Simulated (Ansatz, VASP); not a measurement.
# One calculation of CdS, two programs

POSCAR

```
CdS
1.0
    0.0000000000      2.7347652956      2.7347652956
    2.7347652956      0.0000000000      2.7347652956
    2.7347652956      2.7347652956      0.0000000000
Cd S
1 1
Direct
    0.0000000000      0.0000000000      0.0000000000
    0.5000000000      0.5000000000      0.5000000000
```

The input INCAR.step1:

```
PREC = Accurate ; ENCUT = 520
EDIFF = 1E-5 ; ISMEAR = -1
SIGMA = 0.05 ; LREAL = False
LASPH = True ; NELM = 60
ALGO = Normal ; ISIF = 2
LWAVE = True ; LCHARG = False
GGA = PE ; NBANDS = 16
```

File INCAR.step2:

```
PREC = Accurate ; ENCUT = 520
EDIFF = 1E-6 ; ISMEAR = -1
SIGMA = 0.05 ; LREAL = False
LASPH = True ; NELM = 60
ALGO = Normal ; ISIF = 2
LWAVE = False ; LCHARG = False
GGA = PE ; LHFCALC = True
AEXX = 0.25 ; PRECFOCK = Normal
ISTART = 1 ; NBANDS = 16
```

KPOINTS

```
Automatic mesh
0
Gamma
  4 4 4
```

The input input.yaml:

```yaml
crystal:
  lattice:
    - [0.0, 2.7347652956, 2.7347652956]
    - [2.7347652956, 0.0, 2.7347652956]
    - [2.7347652956, 2.7347652956, 0.0]
  atoms:
    - { symbol: Cd, position: [0.0, 0.0, 0.0] }
    - { symbol: S, position: [0.5, 0.5, 0.5] }
hamiltonian:
  xc: pbe0
  pseudopotentials: { kind: paw }
kpoints:
  mp_grid: { grid: [4, 4, 4] }
scf:
  occupations: { method: fermi_dirac, width: 0.05 }
output:
  forces: true
  stress: true
  eigenvalues: true
```

Alike in both runs: task single point; functional PBE0; k mesh 4 × 4 × 4; occupations fermi-dirac, width 0.05 eV; no spin polarisation.

|  | VASP | Ansatz |
| --- | --- | --- |
| version | VASP 6.6.1 | Ansatz 0.2.0 |
| potentials or method | VASP PAW PBE potentials, release 64 (Cd, S) | Ansatz PAW |
| plane-wave cutoff (eV) | 520 | 420 |
| valence electrons in the cell | 18 | 26 |

```csv
,VASP,Ansatz,Ansatz less VASP
gap on the k mesh at the Fermi level (eV),1.95,1.92,-0.029
least direct gap on the mesh (eV),3.43,3.41,-0.019
pressure (GPa),-0.3,-0.5,-0.24
```

VASP's potentials hold 18 valence electrons a cell and Ansatz's 26, so a difference there can come from the potentials and not from the codes.

The k mesh is coarse, so the values compare programs but aren't converged.
